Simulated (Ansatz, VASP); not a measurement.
# Two plane-wave programs on HgH3

INCAR

```
PREC = Accurate
ENCUT = 550
EDIFF = 1E-7
ISMEAR = 0
SIGMA = 0.1
LREAL = False
LASPH = True
NELM = 120
ALGO = Normal
ISIF = 3
LWAVE = False
LCHARG = False
GGA = PE
IBRION = 2
NSW = 90
EDIFFG = -0.04
GGA_COMPAT = False
NELMIN = 4
```

KPOINTS

```
Automatic mesh
0
Gamma
  6 6 6
```

The input POSCAR:

```
HgH3
1.0
    3.4842748984      0.0000000000      0.0000000000
    0.0000000000      3.4842748984      0.0000000000
    0.0000000000      0.0000000000      3.4842748984
Hg H
1 3
Direct
    0.0000000000      0.0000000000      0.0000000000
    0.0000000000      0.5000000000      0.5000000000
    0.5000000000      0.0000000000      0.5000000000
    0.5000000000      0.5000000000      0.0000000000
```

Input for Ansatz:

```yaml
crystal:
  lattice:
    - [3.4842748984, 0.0, 0.0]
    - [0.0, 3.4842748984, 0.0]
    - [0.0, 0.0, 3.4842748984]
  atoms:
    - { symbol: Hg, position: [0.0, 0.0, 0.0] }
    - { symbol: H, position: [0.0, 0.5, 0.5] }
    - { symbol: H, position: [0.5, 0.0, 0.5] }
    - { symbol: H, position: [0.5, 0.5, 0.0] }
basis:
  ecutwfc: 420
kpoints:
  mp_grid: { grid: [6, 6, 6] }
hamiltonian:
  xc: pbe
scf:
  occupations: { method: gaussian, width: 0.1 }
  lower_state_search: "off"
output:
  forces: true
  stress: true
  eigenvalues: true
relax:
  adjacent_minimum: "off"
  f_tol: 0.04
  max_steps: 70
  cell: { stress_tol: 0.4 }
```

Alike in both runs: task relaxation of cell and atoms; functional PBE; k mesh 6 × 6 × 6; occupations gaussian, width 0.1 eV; no spin polarisation.

```csv
,VASP,Ansatz
version,VASP 6.6.1,Ansatz 0.2.0
potentials or method,"VASP PAW PBE potentials, release 64 (Hg_sv_GW, H), cutoff 550 eV","scalar-relativistic, plane waves, PAW"
valence electrons in the cell,23,23
```

```tsv
	VASP	Ansatz	Ansatz less VASP
gap on the k mesh at the Fermi level, each at its own relaxed structure (eV)	none	none	-
relaxed volume (Å³/atom)	8.97	8.96	-0.010
relaxed length of the cell vector where the two differ most in proportion (Å)	3.298	3.297	-0.0012
```

A gap of «none» marks a metal or a gap that the smearing closes.

Neither program's run includes spin-orbit coupling. Noted on VASP's run: the volume moved by over 15 % at a fixed basis, so the end points are rough.
